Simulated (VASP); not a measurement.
# Sc3Te (P6_3/mmc) in VASP: settings compared

Aim: see how the results for Sc3Te move with the level of theory and the settings. Levels: PBE+D4, PBE. Tasks: single point.

Program: VASP 6.6.1. These are calculated values, not measurements. Logs are shortened: lines on timing, memory, paths and dates and some standing lists are left out, and cuts for length are marked.

**1. The cell of the first run**

It takes space group P6_3/mmc (No. 194, hexagonal). Conventional cell: a = 6.362 Å, b = 6.362 Å, c = 5.104 Å, α = 90.00°, β = 90.00°, γ = 120.00°. Sc (site symmetry mm2) has 4 Te at 3.14 to 3.18 Å and 8 Sc at 3.15 to 3.19 Å within 4.1 Å. Within 4.1 Å of Te (site symmetry -6m2) lie 12 Sc at 3.14 to 3.18 Å.

**2. Single point, PBE+D4**

The input, INCAR:

```
PREC = Accurate ; ENCUT = 520
EDIFF = 1E-6 ; ISMEAR = 1
SIGMA = 0.1 ; LREAL = F
LASPH = T ; NELM = 80
ALGO = Normal ; ISIF = 2
LWAVE = F ; LCHARG = F
GGA = PE ; IVDW = 13
NBANDS = 49
```

The input, KPOINTS:

```
regular mesh
0
Gamma
  4 4 4
```

The input, POSCAR:

```
Sc3Te
1.0
    6.3617000000      0.0000000000      0.0000000000
   -3.1808500000      5.5093940000      0.0000000000
    0.0000000000      0.0000000000      5.1043630000
Sc Te
6 2
Direct
    0.3342930000      0.1671470000      0.7500000000
    0.8328540000      0.1671470000      0.7500000000
    0.8328540000      0.6657070000      0.7500000000
    0.6657070000      0.8328540000      0.2500000000
    0.1671470000      0.8328540000      0.2500000000
    0.1671470000      0.3342930000      0.2500000000
    0.6666666667      0.3333333333      0.2500000000
    0.3333333333      0.6666666667      0.7500000000
```

Potentials or basis: VASP PAW PBE potentials, release 64 (Sc_sv, Te).

Started as:

```bash
cat potpaw_PBE.64/Sc_sv/POTCAR potpaw_PBE.64/Te/POTCAR > POTCAR
mpirun -np 1 vasp_std > vasp.out
```

OUTCAR:

```text
PREC = Accurate
   ENCUT = 520
   EDIFF = 1E-6
   ISMEAR = 1
   LREAL = F
   LASPH = T
   NELM = 80
   ISIF = 2
   GGA = PE
   IVDW = 13

 ion  position               nearest neighbor table
   1  0.334  0.167  0.750-   7 3.14   7 3.14   6 3.15   6 3.15   5 3.15   5 3.15   3 3.17   2 3.17
                             8 3.18   8 3.18   2 3.19   3 3.19
   2  0.833  0.167  0.750-   7 3.14   7 3.14   6 3.15   6 3.15   4 3.15   4 3.15   3 3.17   1 3.17
                             8 3.18   8 3.18   1 3.19   3 3.19
   3  0.833  0.666  0.750-   7 3.14   7 3.14   5 3.15   5 3.15   4 3.15   4 3.15   2 3.17   1 3.17
                             8 3.18   8 3.18   1 3.19   2 3.19
   4  0.666  0.833  0.250-   8 3.14   8 3.14   2 3.15   2 3.15   3 3.15   3 3.15   5 3.17   6 3.17
                             7 3.18   7 3.18   6 3.19   5 3.19
   5  0.167  0.833  0.250-   8 3.14   8 3.14   3 3.15   3 3.15   1 3.15   1 3.15   4 3.17   6 3.17
                             7 3.18   7 3.18   6 3.19   4 3.19
   6  0.167  0.334  0.250-   8 3.14   8 3.14   1 3.15   1 3.15   2 3.15   2 3.15   4 3.17   5 3.17
                             7 3.18   7 3.18   5 3.19   4 3.19
   7  0.667  0.333  0.250-   2 3.14   2 3.14   1 3.14   1 3.14   3 3.14   3 3.14   6 3.18   4 3.18
                             5 3.18   6 3.18   5 3.18   4 3.18
   8  0.333  0.667  0.750-   5 3.14   5 3.14   4 3.14   4 3.14   6 3.14   6 3.14   3 3.18   2 3.18
                             1 3.18   3 3.18   1 3.18   2 3.18

  LATTYP: Found a hexagonal cell.
 ALAT       =     6.3617000000
 C/A-ratio  =     0.8023583319

  Lattice vectors:

 A1 = (   6.3617000000,   0.0000000000,   0.0000000000)
 A2 = (  -3.1808500000,   5.5093940000,   0.0000000000)
 A3 = (   0.0000000000,   0.0000000000,   5.1043630000)

Analysis of symmetry for initial positions (statically):
=====================================================================
 Subroutine PRICEL returns:
 Original cell was already a primitive cell.

 Routine SETGRP: Setting up the symmetry group for a
 hexagonal supercell.

 Subroutine GETGRP returns: Found 24 space group operations
 (whereof 12 operations were pure point group operations)
 out of a pool of 24 trial point group operations.

The static configuration has the point symmetry D_3d.
 The point group associated with its full space group is D_6h.

Analysis of symmetry for dynamics (positions and initial velocities):
=====================================================================
 Subroutine PRICEL returns:
 Original cell was already a primitive cell.

 Routine SETGRP: Setting up the symmetry group for a
 hexagonal supercell.

 Subroutine GETGRP returns: Found 24 space group operations
 (whereof 12 operations were pure point group operations)
 out of a pool of 24 trial point group operations.
[... 112 lines left out ...]
   NELECT =      78.0000    total number of electrons
   NUPDOWN=      -1.0000    fix difference up-down
   EMIN   =  10.00;   EMAX   =-10.00  energy-range for DOS
   EFERMI =   0.00;   METHOD = LEGACY
   ISMEAR =     1;   SIGMA  =   0.10  broadening in eV -4-tet -1-fermi 0-gaus
   EFERMI_NEDOS =   21; number of points for ismear=-14 and -15
   IALGO  =     38    algorithm
   IMIX   =      4    mixing-type and parameters
     AMIX     =   0.40;   BMIX     =  1.00
     AMIX_MAG =   1.60;   BMIX_MAG =  1.00
  volume/ion in A,a.u.               =      22.36       150.91
  Fermi-wavevector in a.u.,A,eV,Ry     =   1.241367  2.345843 20.966467  1.540992
  Thomas-Fermi vector in A             =   2.375768
   LORBIT       =      0    0 simple, 1 ext, 2 COOP (PROOUT), +10 PAW based schemes
   GGA     = PE    functional components
   LHFCALC =     F    Hartree Fock is set to
   AEXX    =    0.0000 exact exchange contribution
   IVDW    =    13    specifies the selected vdW correction
   LEPSILON=     F    determine dielectric tensor
   LRPA    =     F    only Hartree local field effects (RPA)
 non-spin polarized calculation
 Methfessel and Paxton  Order N= 1 SIGMA  =   0.10
  energy-cutoff  :      520.00
  volume of cell :      178.90
 maximum number of plane-waves:      4830
 NGX is ok and might be reduce to    48
   NGX = 23   NGY = 23   NGZ = 19

 number of electron      77.9999996 magnetization

 Free energy of the ion-electron system (eV)
  ---------------------------------------------------
  ext. energy  EPLUGINS =         0.00000000
  ---------------------------------------------------
  free energy    TOTEN  =       -47.12256393 eV

  energy without entropy =      -47.11773074  energy(sigma->0) =      -47.12095286

 E-fermi :   6.6041     XC(G=0): -10.4712

 val. band max:        6.5881587376   @ k =   0.2500   0.0000   0.0000
 cond. band min:       6.6342324507   @ k =   0.5000   0.0000   0.2500
 fundamental gap:      0.0460737131
 Fermi energy:         6.6041085547

 k-point     1 :       0.0000    0.0000    0.0000
  band No.  band energies     occupation
      1     -42.8906      2.00000
      2     -42.8321      2.00000
      3     -42.8321      2.00000
      4     -42.8265      2.00000
      5     -42.8012      2.00000
      6     -42.8012      2.00000
[... 613 lines left out ...]
     48       8.0921     -0.00000
     49       8.6394      0.00000

------------------------ aborting loop because EDIFF is reached ----------------------------------------

  DFT-D4 for vdW energy calculation

  Edisp (eV):   -3.02327

  FORCE on cell =-STRESS in cart. coord.  units (eV):
  Direction    XX          YY          ZZ          XY          YZ          ZX
  --------------------------------------------------------------------------------------
  -------------------------------------------------------------------------------------
  Total      -2.60254    -2.60254    -2.86637    -0.00000    -0.00000     0.00000
  in kB     -23.30721   -23.30721   -25.66989    -0.00000    -0.00000     0.00000
  external pressure =      -24.09 kB  Pullay stress =        0.00 kB

 VOLUME and BASIS-vectors are now :
 -----------------------------------------------------------------------------
  energy-cutoff  :      520.00
  volume of cell :      178.90
      direct lattice vectors                 reciprocal lattice vectors
     6.361700000  0.000000000  0.000000000     0.157190688  0.090754083  0.000000000
    -3.180850000  5.509394000  0.000000000     0.000000000  0.181508166  0.000000000
     0.000000000  0.000000000  5.104363000     0.000000000  0.000000000  0.195910832

 POSITION                                       TOTAL-FORCE (eV/Angst)
 -----------------------------------------------------------------------------------
      1.59500      0.92088      3.82827         0.010914      0.006301     -0.000000
      4.76670      0.92088      3.82827        -0.010914      0.006301      0.000000
      3.18085      3.66764      3.82827        -0.000000     -0.012602      0.000000
      1.58584      4.58852      1.27609        -0.010914     -0.006301      0.000000
     -1.58584      4.58852      1.27609         0.010914     -0.006301     -0.000000
      0.00000      1.84175      1.27609         0.000000      0.012602     -0.000000
      3.18085      1.83646      1.27609         0.000000      0.000000      0.000000
     -0.00000      3.67293      3.82827        -0.000000      0.000000      0.000000
 -----------------------------------------------------------------------------------
    total drift:                               -0.007377     -0.012777     -0.000000

  FREE ENERGIE OF THE ION-ELECTRON SYSTEM (eV)
  ---------------------------------------------------
  free  energy   TOTEN  =       -50.1458310763 eV

  energy  without entropy=      -50.1409978943  energy(sigma->0) =      -50.14422002
```

OSZICAR:

```text
N       E                     dE             d eps       ncg     rms          rms(c)
DAV:   1     0.157586434395E+04    0.15759E+04   -0.33778E+04  1184   0.165E+03
DAV:   2     0.113712780016E+03   -0.14622E+04   -0.14421E+04  1640   0.752E+02
DAV:   3    -0.397350335764E+02   -0.15345E+03   -0.14809E+03  1916   0.312E+02
DAV:   4    -0.500252489032E+02   -0.10290E+02   -0.96345E+01  1960   0.660E+01
DAV:   5    -0.505215998081E+02   -0.49635E+00   -0.47816E+00  1944   0.159E+01    0.160E+01
DAV:   6    -0.475124787926E+02    0.30091E+01   -0.86660E+00  1647   0.222E+01    0.554E+00
DAV:   7    -0.471589701140E+02    0.35351E+00   -0.13263E+00  1704   0.837E+00    0.172E+00
DAV:   8    -0.471245887563E+02    0.34381E-01   -0.16949E-01  1888   0.255E+00    0.456E-01
DAV:   9    -0.471225797738E+02    0.20090E-02   -0.24121E-02  1832   0.109E+00    0.339E-01
DAV:  10    -0.471226715800E+02   -0.91806E-04   -0.35673E-03  1664   0.509E-01    0.143E-01
DAV:  11    -0.471225720837E+02    0.99496E-04   -0.95709E-04  1792   0.229E-01    0.277E-02
DAV:  12    -0.471225685627E+02    0.35210E-05   -0.58214E-05  1960   0.584E-02    0.166E-02
DAV:  13    -0.471225649080E+02    0.36547E-05   -0.59836E-06  1392   0.215E-02    0.961E-03
DAV:  14    -0.471225639250E+02    0.98299E-06   -0.67135E-06  1296   0.164E-02
   1 F= -.50145831E+02 E0= -.50144220E+02  d E =-.483318E-02
```

It took 2.9 min on 1 thread of Intel Xeon Platinum 8375C at 2.90GHz (Ice Lake), shared host; peak memory 0.33 GiB.

Results:

| Property | Result |
| --- | --- |
| Free energy | -50.1458 eV |
| Pressure | -2.4 GPa |
| Largest force | 0.013 eV/Å |
| Band gap on the k mesh | zero (bands 39 and 40 overlap by 0.58 eV) |
| Dispersion energy per atom | -0.378 eV |

Forces on the atoms (eV/Å):
```
Sc   0.011  0.006  0.000
Sc  -0.011  0.006  0.000
Sc   0.000 -0.013  0.000
Sc  -0.011 -0.006  0.000
Sc   0.011 -0.006  0.000
Sc   0.000  0.013  0.000
Te   0.000  0.000  0.000
Te   0.000  0.000  0.000
```

Levels at points of the mesh, in eV from the Fermi level:
```csv
k point,band 35,band 36,band 37,band 38,band 39,band 40,band 41,band 42,band 43,band 44
"(0.00, 0.00, 0.00)",-1.00,-1.00,-0.82,-0.82,-0.71,-0.48,-0.20,-0.20,0.98,0.98
"(0.50, 0.00, 0.00)",-0.66,-0.62,-0.51,-0.42,-0.29,0.19,0.38,0.57,0.74,0.90
"(0.00, 0.00, 0.50)",-1.50,-1.50,-1.50,-1.50,0.05,0.05,0.31,0.31,0.31,0.31
"(0.50, 0.00, 0.50)",-0.34,-0.34,-0.04,-0.04,0.10,0.10,0.24,0.24,0.79,0.79
```

Caveat: spin-orbit coupling is left out, which moves the levels of the heavy elements.

**3. Single point, PBE**

The input, INCAR:

```
ALGO     = Normal         # electronic algorithm
EDIFF    = 1E-6           # SCF threshold, eV
ENCUT    = 520            # plane-wave cutoff, eV
GGA      = PE             # functional
ISIF     = 2              # what is computed and relaxed
ISMEAR   = 1              # smearing method
LASPH    = True           # aspherical terms in the spheres
LCHARG   = False          # write CHGCAR
LREAL    = False          # projectors in reciprocal space
LWAVE    = False          # write WAVECAR
NBANDS   = 49             # bands
NELM     = 100            # most SCF steps
PREC     = Accurate       # precision mode
SIGMA    = 0.1            # smearing width, eV
```

The input, KPOINTS:

```
k-points
0
Gamma
  4 4 4
```

POSCAR is that of step 2.

Potentials or basis: VASP PAW PBE potentials, release 64 (Sc_sv, Te).

Started as:

```bash
cat potpaw_PBE.64/Sc_sv/POTCAR potpaw_PBE.64/Te/POTCAR > POTCAR
mpirun -np 1 vasp_std > vasp.out
```

Wall time 2.2 min (1 thread of Intel Xeon Platinum 8375C at 2.90GHz (Ice Lake), shared host); peak memory 0.32 GiB.

Results (log left out):

| Item | Value |
| --- | --- |
| Free energy | -47.1226 eV |
| Pressure | 0.2 GPa |
| Largest force | 0.017 eV/Å |
| Band gap on the k mesh | zero (bands 39 and 40 overlap by 0.58 eV) |

Forces on the atoms (eV/Å):
```
Sc   0.015  0.008  0.000
Sc  -0.015  0.008  0.000
Sc   0.000 -0.017  0.000
Sc  -0.015 -0.008  0.000
Sc   0.015 -0.008  0.000
Sc   0.000  0.017  0.000
Te   0.000  0.000  0.000
Te   0.000  0.000  0.000
```

Stress tensor (GPa, compression positive):
```
0.29 0.00 0.00
0.00 0.29 0.00
0.00 0.00 0.07
```

Levels at points of the mesh, in eV from the Fermi level:
```
           k point  band 35  band 36  band 37  band 38  band 39  band 40  band 41  band 42  band 43  band 44
(0.00, 0.00, 0.00)    -1.00    -1.00    -0.82    -0.82    -0.71    -0.48    -0.20    -0.20     0.98     0.98
(0.50, 0.00, 0.00)    -0.66    -0.62    -0.51    -0.42    -0.29     0.19     0.38     0.57     0.74     0.90
(0.00, 0.00, 0.50)    -1.50    -1.50    -1.50    -1.50     0.05     0.05     0.31     0.31     0.31     0.31
(0.50, 0.00, 0.50)    -0.34    -0.34    -0.04    -0.04     0.10     0.10     0.24     0.24     0.79     0.79
```

Caveat: spin-orbit coupling is left out, which moves the levels of the heavy elements.

**4. Single point, PBE**

The input, INCAR:

```
SYSTEM = Sc3Te
  PREC = Accurate
  ENCUT = 520
  EDIFF = 1E-7
  ISMEAR = 1
  SIGMA = 0.1
  LREAL = .False.
  LASPH = .True.
  NELM = 100
  ALGO = Normal
  ISIF = 2
  LWAVE = .False.
  LCHARG = .True.
  GGA = PE
  LELF = .True.
  LVHAR = .True.
  NBANDS = 49
```

The input, KPOINTS:

```
Automatic mesh
0
Gamma
  4 4 4
  0 0 0
```

POSCAR is that of step 3.

Started as:

```bash
cat potpaw_PBE.64/Sc_sv/POTCAR potpaw_PBE.64/Te/POTCAR > POTCAR
mpirun -np 1 vasp_std > vasp.out
```

Wall time 2.2 min (1 thread of Intel Xeon Platinum 8375C at 2.90GHz (Ice Lake), shared host); peak memory 0.33 GiB.

It converged, with:

* Free energy: -47.1226 eV
* Pressure: 0.2 GPa
* Largest force: 0.016 eV/Å
* Band gap on the k mesh: zero (bands 39 and 40 overlap by 0.58 eV)

Forces on the atoms (eV/Å):
```
Sc   0.014  0.008  0.000
Sc  -0.014  0.008  0.000
Sc   0.000 -0.016  0.000
Sc  -0.014 -0.008  0.000
Sc   0.014 -0.008  0.000
Sc   0.000  0.016  0.000
Te   0.000  0.000  0.000
Te   0.000  0.000  0.000
```

Stress tensor (GPa, compression positive):
```
0.29 0.00 0.00
0.00 0.29 0.00
0.00 0.00 0.07
```

Levels at points of the mesh, in eV from the Fermi level:
```tsv
k point	band 37	band 38	band 39	band 40	band 41	band 42
(0.00, 0.00, 0.00)	-0.82	-0.82	-0.71	-0.48	-0.20	-0.20
(0.50, 0.00, 0.00)	-0.51	-0.42	-0.29	0.19	0.38	0.57
(0.00, 0.00, 0.50)	-1.50	-1.50	0.05	0.05	0.31	0.31
(0.50, 0.00, 0.50)	-0.04	-0.04	0.10	0.10	0.24	0.24
```

Caveat: spin-orbit coupling is left out, which moves the levels of the heavy elements.
